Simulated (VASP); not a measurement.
# MgSe (Fm-3m) in VASP: further runs

MgSe is run at these levels: PBE+D4, PBEsol, BLYP+D3(BJ); tasks: single point.

All numbers are computed with VASP 6.6.1; they aren't measurements. Logs are shortened: lines on timing, memory, paths and dates and some standing lists are left out, and cuts for length are marked.

### 1 The cell of the first run

The structure is cubic, space group Fm-3m (No. 225). Conventional cell: a = 5.370 Å, b = 5.370 Å, c = 5.370 Å, α = 90.00°, β = 90.00°, γ = 90.00°. Mg (site symmetry m-3m) has 6 Se at 2.69 Å within 3.5 Å. Within 3.5 Å of Se (site symmetry m-3m) lie 6 Mg at 2.69 Å.

### 2 Single point, PBE+D4 (19.36 Å³/atom)

INCAR reads:

```
PREC = Accurate
ENCUT = 600
EDIFF = 1E-6
ISMEAR = 0
SIGMA = 0.05
LREAL = F
LASPH = T
NELM = 120
ALGO = Normal
ISIF = 2
LWAVE = F
LCHARG = F
GGA = PE
IVDW = 13
NBANDS = 11
GGA_COMPAT = F
```

KPOINTS reads:

```
regular mesh
0
Gamma
  8 8 8
```

POSCAR reads:

```
MgSe
1.0
    0.0000000000      2.6850739046      2.6850739046
    2.6850739046      0.0000000000      2.6850739046
    2.6850739046      2.6850739046      0.0000000000
Mg Se
1 1
Direct
    0.0000000000      0.0000000000      0.0000000000
    0.5000000000      0.5000000000      0.5000000000
```

Potentials or basis: VASP PAW PBE potentials, release 64 (Mg, Se).

Launch:

```
cat potpaw_PBE.64/Mg/POTCAR potpaw_PBE.64/Se/POTCAR > POTCAR
mpirun -np 1 vasp_std > vasp.out
```

OUTCAR:

```text
PREC = Accurate
   ENCUT = 600
   EDIFF = 1E-6
   ISMEAR = 0
   LREAL = F
   LASPH = T
   NELM = 120
   ISIF = 2
   GGA = PE
   IVDW = 13

 ion  position               nearest neighbor table
   1  0.000  0.000  0.000-   2 2.69   2 2.69   2 2.69   2 2.69   2 2.69   2 2.69
   2  0.500  0.500  0.500-   1 2.69   1 2.69   1 2.69   1 2.69   1 2.69   1 2.69

  LATTYP: Found a face centered cubic cell.
 ALAT       =     5.3701478092

  Lattice vectors:

 A1 = (   0.0000000000,   2.6850739046,   2.6850739046)
 A2 = (   2.6850739046,   0.0000000000,   2.6850739046)
 A3 = (   2.6850739046,   2.6850739046,   0.0000000000)

Analysis of symmetry for initial positions (statically):
=====================================================================
 Subroutine PRICEL returns:
 Original cell was already a primitive cell.

 Routine SETGRP: Setting up the symmetry group for a
 face centered cubic supercell.

 Subroutine GETGRP returns: Found 48 space group operations
 (whereof 48 operations were pure point group operations)
 out of a pool of 48 trial point group operations.

The static configuration has the point symmetry O_h .

Analysis of symmetry for dynamics (positions and initial velocities):
=====================================================================
 Subroutine PRICEL returns:
 Original cell was already a primitive cell.

 Routine SETGRP: Setting up the symmetry group for a
 face centered cubic supercell.

 Subroutine GETGRP returns: Found 48 space group operations
 (whereof 48 operations were pure point group operations)
 out of a pool of 48 trial point group operations.

The dynamic configuration has the point symmetry O_h .

 Subroutine INISYM returns: Found 48 space group operations
 (whereof 48 operations are pure point group operations),
 and found     1 'primitive' translations

----------------------------------------------------------------------------------------

                                     Primitive cell

  volume of cell :      38.7167

  direct lattice vectors                    reciprocal lattice vectors
     0.000000000  2.685073905  2.685073905    -0.186214614  0.186214614  0.186214614
     2.685073905  0.000000000  2.685073905     0.186214614 -0.186214614  0.186214614
     2.685073905  2.685073905  0.000000000     0.186214614  0.186214614 -0.186214614

  length of vectors
     3.797267932  3.797267932  3.797267932     0.322533172  0.322533172  0.322533172

  position of ions in fractional coordinates (direct lattice)
     0.000000000  0.000000000  0.000000000
     0.500000000  0.500000000  0.500000000

  ion indices of the primitive-cell ions
   primitive index   ion index
                 1           1
                 2           2

----------------------------------------------------------------------------------------

 KPOINTS: regular mesh

Automatic generation of k-mesh.
 Grid dimensions read from file:
 generate k-points for:    8    8    8

 Generating k-lattice:

  Cartesian coordinates                     Fractional coordinates (reciprocal lattice)
    -0.023276827  0.023276827  0.023276827     0.125000000  0.000000000  0.000000000
     0.023276827 -0.023276827  0.023276827     0.000000000  0.125000000  0.000000000
     0.023276827  0.023276827 -0.023276827     0.000000000  0.000000000  0.125000000

  Length of vectors
     0.040316647  0.040316647  0.040316647

  Shift w.r.t. Gamma in fractional coordinates (k-lattice)
     0.000000000  0.000000000  0.000000000

 Subroutine IBZKPT returns following result:
 ===========================================

 Found     29 irreducible k-points:

 Following reciprocal coordinates:
            Coordinates               Weight
  0.000000  0.000000  0.000000      1.000000
  0.125000  0.000000  0.000000      8.000000
  0.250000  0.000000  0.000000      8.000000
  0.375000  0.000000  0.000000      8.000000
  0.500000  0.000000  0.000000      4.000000
  0.125000  0.125000  0.000000      6.000000
[... 16 lines left out ...]
  0.500000  0.250000  0.125000     48.000000
 -0.375000  0.250000  0.125000     24.000000
 [... further k-points ...]
   k-points           NKPTS =     29   k-points in BZ     NKDIM =     29   number of bands    NBANDS=     11
   number of dos      NEDOS =    301   number of ions     NIONS =      2
   total plane-waves  NPLWV =  27000
   dimension x,y,z NGX =    30 NGY =   30 NGZ =   30
   dimension x,y,z NGXF=    60 NGYF=   60 NGZF=   60
   ions per type =               1   1
   NGX,Y,Z   is equivalent  to a cutoff of  13.13, 13.13, 13.13 a.u.
   NGXF,Y,Z  is equivalent  to a cutoff of  26.27, 26.27, 26.27 a.u.
 SYSTEM =  unknown system
   PREC   = accura    normal or accurate (medium, high low for compatibility)
   ISTART =      0    job   : 0-new  1-cont  2-samecut
   ICHARG =      2    charge: 1-file 2-atom 10-const
   ISPIN  =      1    spin polarized calculation?
   LNONCOLLINEAR =      F non collinear calculations
   LSORBIT =      F    spin-orbit coupling
   LASPH  =      T    aspherical Exc in radial PAW
   ENCUT  =  600.0 eV  44.10 Ry    6.64 a.u.   7.58  7.58  7.58*2*pi/ulx,y,z
   NELM   =    120;   NELMIN=  2; NELMDL= -5     # of ELM steps
   EDIFF  = 0.1E-05   stopping-criterion for ELM
   LREAL  =      F    real-space projection
[... 7 lines left out ...]
   TEBEG  =    0.0;   TEEND  =   0.0 temperature during run
   PSTRESS=    0.0 pullay stress
   NELECT =       8.0000    total number of electrons
   NUPDOWN=      -1.0000    fix difference up-down
   EMIN   =  10.00;   EMAX   =-10.00  energy-range for DOS
   EFERMI =   0.00;   METHOD = LEGACY
   ISMEAR =     0;   SIGMA  =   0.05  broadening in eV -4-tet -1-fermi 0-gaus
   EFERMI_NEDOS =   21; number of points for ismear=-14 and -15
   IALGO  =     38    algorithm
   IMIX   =      4    mixing-type and parameters
     AMIX     =   0.40;   BMIX     =  1.00
     AMIX_MAG =   1.60;   BMIX_MAG =  1.00
  volume/ion in A,a.u.               =      19.36       130.64
  Fermi-wavevector in a.u.,A,eV,Ry     =   0.967844  1.828959 12.744870  0.936722
  Thomas-Fermi vector in A             =   2.097763
   LORBIT       =      0    0 simple, 1 ext, 2 COOP (PROOUT), +10 PAW based schemes
   GGA     = PE    functional components
   LHFCALC =     F    Hartree Fock is set to
   AEXX    =    0.0000 exact exchange contribution
   IVDW    =    13    specifies the selected vdW correction
   LEPSILON=     F    determine dielectric tensor
   LRPA    =     F    only Hartree local field effects (RPA)
 non-spin polarized calculation
 Gauss-broadening in eV      SIGMA  =   0.05
  energy-cutoff  :      600.00
  volume of cell :       38.72
 maximum number of plane-waves:      1308
   NGX = 15   NGY = 15   NGZ = 15

 number of electron       8.0000000 magnetization

 Free energy of the ion-electron system (eV)
  ---------------------------------------------------
  ext. energy  EPLUGINS =         0.00000000
  ---------------------------------------------------
  free energy    TOTEN  =        -7.44435505 eV

  energy without entropy =       -7.44435505  energy(sigma->0) =       -7.44435505

 E-fermi :   3.9080     XC(G=0):  -9.6725

 val. band max:        3.6179145975   @ k =   0.0000   0.0000   0.0000
 cond. band min:       5.4948765041   @ k =   0.5000   0.5000   0.0000
 fundamental gap:      1.8769619067
 Fermi energy:         3.9079641688

 k-point     1 :       0.0000    0.0000    0.0000
  band No.  band energies     occupation
      1      -9.5853      2.00000
      2       3.6179      2.00000
      3       3.6179      2.00000
      4       3.6179      2.00000
      5       6.5280      0.00000
      6      11.0086      0.00000
      7      11.0086      0.00000
      8      11.0086      0.00000
      9      13.6669      0.00000
     10      13.6669      0.00000
     11      14.6450      0.00000

 k-point     2 :       0.1250    0.0000    0.0000
  band No.  band energies     occupation
      1      -9.4416      2.00000
      2       2.3676      2.00000
      3       3.5065      2.00000
      4       3.5065      2.00000
      5       7.4713      0.00000
      6      10.7343      0.00000
      7      11.2602      0.00000
      8      11.2602      0.00000
      9      12.6894      0.00000
     10      12.6894      0.00000
     11      14.6633      0.00000

 k-point     3 :       0.2500    0.0000    0.0000
  band No.  band energies     occupation
      1      -9.0538      2.00000
      2       0.4790      2.00000
      3       3.2668      2.00000
      4       3.2668      2.00000
      5       7.8907      0.00000
      6      10.7495      0.00000
      7      10.7495      0.00000
      8      11.6412      0.00000
      9      13.2851      0.00000
     10      13.2851      0.00000
     11      13.8426      0.00000

 k-point     4 :       0.3750    0.0000    0.0000
  band No.  band energies     occupation
      1      -8.5839      2.00000
      2      -1.0040      2.00000
      3       3.0589      2.00000
      4       3.0589      2.00000
      5       7.6274      0.00000
      6      10.0284      0.00000
      7      10.0284      0.00000
      8      12.7129      0.00000
      9      14.1529      0.00000
     10      15.2765      0.00000
     11      15.2765      0.00000

 k-point     5 :       0.5000    0.0000    0.0000
  band No.  band energies     occupation
      1      -8.3526      2.00000
      2      -1.5863      2.00000
      3       2.9801      2.00000
      4       2.9801      2.00000
      5       7.4986      0.00000
      6       9.7697      0.00000
      7       9.7697      0.00000
      8      12.5848      0.00000
      9      15.3955      0.00000
     10      17.7298      0.00000
     11      17.7298      0.00000
[... 211 lines left out ...]
 k-point    21 :       0.5000    0.5000    0.0000
  band No.  band energies     occupation
      1      -7.9955      2.00000
      2      -0.8994      2.00000
      3       1.7175      2.00000
      4       1.7175      2.00000
      5       5.4949      0.00000
      6       7.4407      0.00000
      7      15.8151      0.00000
      8      16.2285      0.00000
      9      16.2285      0.00000
     10      16.4221      0.00000
     11      19.7778      0.00000

 k-point    22 :       0.3750    0.2500    0.1250
  band No.  band energies     occupation
      1      -8.7502      2.00000
      2       0.2126      2.00000
      3       1.9654      2.00000
      4       2.8571      2.00000
      5       8.6588      0.00000
      6       9.6184      0.00000
      7      10.0701      0.00000
      8      12.2621      0.00000
      9      13.2805      0.00000
     10      16.3034      0.00000
     11      16.8381      0.00000

 k-point    23 :       0.5000    0.2500    0.1250
  band No.  band energies     occupation
      1      -8.3535      2.00000
      2      -0.6521      2.00000
      3       1.3904      2.00000
      4       2.4975      2.00000
      5       8.4989      0.00000
      6       9.4256      0.00000
      7      10.9371      0.00000
      8      12.1539      0.00000
      9      14.7871      0.00000
     10      16.5307      0.00000
     11      17.3430      0.00000

 k-point    24 :      -0.3750    0.2500    0.1250
  band No.  band energies     occupation
      1      -8.1651      2.00000
      2      -1.0498      2.00000
      3       1.2425      2.00000
      4       2.3117      2.00000
      5       8.4642      0.00000
      6       9.1296      0.00000
      7      11.5357      0.00000
      8      12.9106      0.00000
      9      14.8664      0.00000
     10      15.7057      0.00000
     11      17.9668      0.00000

 [... further k-points ...]

------------------------ aborting loop because EDIFF is reached ----------------------------------------

  DFT-D4 for vdW energy calculation

  Edisp (eV):   -0.63663

  FORCE on cell =-STRESS in cart. coord.  units (eV):
  Direction    XX          YY          ZZ          XY          YZ          ZX
  --------------------------------------------------------------------------------------
  -------------------------------------------------------------------------------------
  Total       0.66716     0.66716     0.66716     0.00000     0.00000    -0.00000
  in kB      27.60838    27.60838    27.60838     0.00000     0.00000    -0.00000
  external pressure =       27.61 kB  Pullay stress =        0.00 kB

 VOLUME and BASIS-vectors are now :
 -----------------------------------------------------------------------------
  energy-cutoff  :      600.00
  volume of cell :       38.72
      direct lattice vectors                 reciprocal lattice vectors
     0.000000000  2.685073905  2.685073905    -0.186214614  0.186214614  0.186214614
     2.685073905  0.000000000  2.685073905     0.186214614 -0.186214614  0.186214614
     2.685073905  2.685073905  0.000000000     0.186214614  0.186214614 -0.186214614

 POSITION                                       TOTAL-FORCE (eV/Angst)
 -----------------------------------------------------------------------------------
      0.00000      0.00000      0.00000         0.000000      0.000000     -0.000000
      2.68507      2.68507      2.68507        -0.000000     -0.000000      0.000000
 -----------------------------------------------------------------------------------
    total drift:                               -0.000000     -0.000000      0.000000

  FREE ENERGIE OF THE ION-ELECTRON SYSTEM (eV)
  ---------------------------------------------------
  free  energy   TOTEN  =        -8.0809861934 eV

  energy  without entropy=       -8.0809861934  energy(sigma->0) =       -8.08098619
```

It took 11 s on 1 thread of AMD EPYC 7R13 (Zen 3), shared host; peak memory 0.14 GiB.

What came out:

```yaml
Free_energy: -8.0810 eV
Pressure: 2.8 GPa
Band_gap_on_the_k_mesh: 1.88 eV (least direct gap 2.91 eV)
Dispersion_energy_per_atom: -0.318 eV
```

A k mesh can miss the band edges. Expect the measured gap to be larger: semilocal functionals such as PBE lack the derivative discontinuity.

### 3 Single point, PBEsol (19.42 Å³/atom)

This run uses another cell than the first one, of 19.42 Å³/atom.

INCAR reads:

```
PREC     = Accurate       # precision mode
ENCUT    = 600            # plane-wave cutoff, eV
EDIFF    = 1E-6           # SCF threshold, eV
ISMEAR   = 0              # smearing method
SIGMA    = 0.05           # smearing width, eV
LREAL    = F              # projectors in reciprocal space
LASPH    = T              # aspherical terms in the spheres
NELM     = 120            # most SCF steps
ALGO     = Normal         # electronic algorithm
ISIF     = 2              # what is computed and relaxed
LWAVE    = F              # write WAVECAR
LCHARG   = F              # write CHGCAR
GGA      = PS             # functional
NBANDS   = 11             # bands
GGA_COMPAT= F
```

KPOINTS reads:

```
Automatic mesh
0
Gamma
  8 8 8
```

POSCAR reads:

```
MgSe
1.0
    0.0000000000      2.6880330645      2.6880330645
    2.6880330645      0.0000000000      2.6880330645
    2.6880330645      2.6880330645      0.0000000000
Mg Se
1 1
Direct
    0.0000000000      0.0000000000      0.0000000000
    0.5000000000      0.5000000000      0.5000000000
```

Potentials or basis: VASP PAW PBE potentials, release 64 (Mg, Se).

Launch:

```
cat potpaw_PBE.64/Mg/POTCAR potpaw_PBE.64/Se/POTCAR > POTCAR
mpirun -np 1 vasp_std > vasp.out
```

It took 11 s on 1 thread of AMD EPYC 7R13 (Zen 3), shared host; peak memory 0.14 GiB.

The run converged. Its results:

```
Free energy            : -8.0925 eV
Pressure               : 2.8 GPa
Band gap on the k mesh : 1.83 eV (least direct gap 2.79 eV)
```

Levels at points of the mesh, in eV from the valence-band top:
```
           k point  band 1  band 2  band 3  band 4  band 5  band 6  band 7  band 8  band 9
(0.00, 0.00, 0.00)  -13.21    0.00    0.00    0.00    2.79    7.31    7.31    7.31   10.01
(0.50, 0.00, 0.00)  -11.98   -5.23   -0.64   -0.64    3.76    6.09    6.09    8.90   11.63
(0.50, 0.50, 0.00)  -11.62   -4.55   -1.91   -1.91    1.83    3.71   12.05   12.50   12.50
```

Caveat: the PAW data sets were made with another functional, which shifts forces and pressure a little. A k mesh can miss the band edges.

### 4 Single point, BLYP+D3(BJ) (19.53 Å³/atom)

This run uses another cell than the first one, of 19.53 Å³/atom.

INCAR reads:

```
SYSTEM = MgSe
PREC = Accurate
ENCUT = 600
EDIFF = 1E-6
ISMEAR = 0
SIGMA = 0.05
LREAL = .FALSE.
LASPH = .TRUE.
NELM = 120
ALGO = Normal
ISIF = 2
LWAVE = .FALSE.
LCHARG = .TRUE.
GGA = B5
ALDAX = 1.0
AGGAX = 1.0
AGGAC = 1.0
ALDAC = 0.0
IVDW = 12
VDW_S6 = 1.0
VDW_S8 = 2.6996
VDW_A1 = 0.4298
VDW_A2 = 4.2359
LELF = .TRUE.
LVHAR = .TRUE.
NBANDS = 11
GGA_COMPAT = .FALSE.
```

KPOINTS reads:

```
regular mesh
0
G
  8 8 8
  0 0 0
```

POSCAR reads:

```
MgSe
1.0
    0.0000000000      2.6928722014      2.6928722014
    2.6928722014      0.0000000000      2.6928722014
    2.6928722014      2.6928722014      0.0000000000
Mg Se
1 1
Direct
    0.0000000000      0.0000000000      0.0000000000
    0.5000000000      0.5000000000      0.5000000000
```

Launch:

```
cat potpaw_PBE.64/Mg/POTCAR potpaw_PBE.64/Se/POTCAR > POTCAR
mpirun -np 1 vasp_std > vasp.out
```

Run time: 20 s. Hardware: 1 thread of AMD EPYC 7R13 (Zen 3), shared host; peak memory 0.15 GiB.

Results (log left out):

```
Free energy                : -8.0841 eV
Pressure                   : 0.1 GPa
Band gap on the k mesh     : 1.93 eV (least direct gap 3.03 eV)
Dispersion energy per atom : -0.877 eV
```

Levels at points of the mesh, in eV from the valence-band top:
| k point | band 1 | band 2 | band 3 | band 4 | band 5 | band 6 | band 7 | band 8 | band 9 |
| --- | --- | --- | --- | --- | --- | --- | --- | --- | --- |
| (0.00, 0.00, 0.00) | -13.10 | 0.00 | 0.00 | 0.00 | 3.03 | 7.62 | 7.62 | 7.62 | 10.11 |
| (0.50, 0.00, 0.00) | -11.92 | -5.03 | -0.61 | -0.61 | 4.19 | 6.28 | 6.28 | 8.94 | 12.05 |
| (0.50, 0.50, 0.00) | -11.58 | -4.32 | -1.82 | -1.82 | 1.93 | 4.21 | 12.38 | 12.65 | 12.65 |

Caveat: the PAW data sets were made with another functional, which shifts forces and pressure a little.

### 5 The runs side by side

| level | cell | gap on the mesh (eV) | pressure (GPa) |
| --- | --- | --- | --- |
| PBE+D4 | a = 3.797 Å, angles 60.0°, 2 atoms | 1.88 | 2.8 |
| PBEsol | a = 3.801 Å, angles 60.0°, 2 atoms | 1.83 | 2.8 |
| BLYP+D3(BJ) | a = 3.808 Å, angles 60.0°, 2 atoms | 1.93 | 0.1 |

Alike in all rows: task single point; potentials or basis VASP PAW PBE potentials, release 64 (Mg, Se); no spin polarisation; k mesh 8 × 8 × 8; cutoff (eV) 600; smearing gaussian 0.05 eV.

Caveats: the PAW data sets were made with another functional, which shifts forces and pressure a little (at least some runs).

Absolute energies hang on the potentials; compare differences alone.
